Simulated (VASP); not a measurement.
Write the native input for VASP 6.6.1 that does the following.

```yaml
Task: single point
Functional: PBE
Potentials_or_basis: VASP PAW PBE potentials, release 64 (Rh_pv, N)
Cutoff: 520 eV
k_mesh: 12 × 12 × 12
Occupations: gaussian, width 0.05 eV
Spin: no spin polarisation
Dipole_correction: no
Further_INCAR_settings: ALGO = Normal; EDIFF = 1e-06; NBANDS = 17
```

The structure of RhN lies in POSCAR:

```
RhN
1.0
    0.0000000000      2.2841642382      2.2841642382
    2.2841642382      0.0000000000      2.2841642382
    2.2841642382      2.2841642382      0.0000000000
Rh N
1 1
Direct
    0.0000000000      0.0000000000      0.0000000000
    0.2500000000      0.2500000000      0.2500000000
```

The input as run:

INCAR

```
PREC     = Accurate       # precision mode
ENCUT    = 520            # plane-wave cutoff, eV
EDIFF    = 1E-6           # SCF threshold, eV
ISMEAR   = 0              # smearing method
SIGMA    = 0.05           # smearing width, eV
LREAL    = False          # projectors in reciprocal space
LASPH    = True           # aspherical terms in the spheres
NELM     = 80             # most SCF steps
ALGO     = Normal         # electronic algorithm
ISIF     = 2              # what is computed and relaxed
LWAVE    = False          # write WAVECAR
LCHARG   = True           # write CHGCAR
GGA      = PE             # functional
LELF     = True           # ELF
LVHAR    = True         
NBANDS   = 17             # bands
```

KPOINTS

```
Automatic mesh
0
Gamma
  12 12 12
```

Potentials or basis: VASP PAW PBE potentials, release 64 (Rh_pv, N).

Launch:

```sh
$ cat potpaw_PBE.64/Rh_pv/POTCAR potpaw_PBE.64/N/POTCAR > POTCAR
$ mpirun -np 1 vasp_std > vasp.out
```

Results of the run:

The pressure is 4.7 GPa and the band gap on the k mesh is zero (bands 10 and 11 overlap by 2.98 eV).

Caveat: the cell stands under pressure.

It took 25 s on 1 thread of Intel Xeon 8259CL (shared host), peak memory 0.16 GiB.
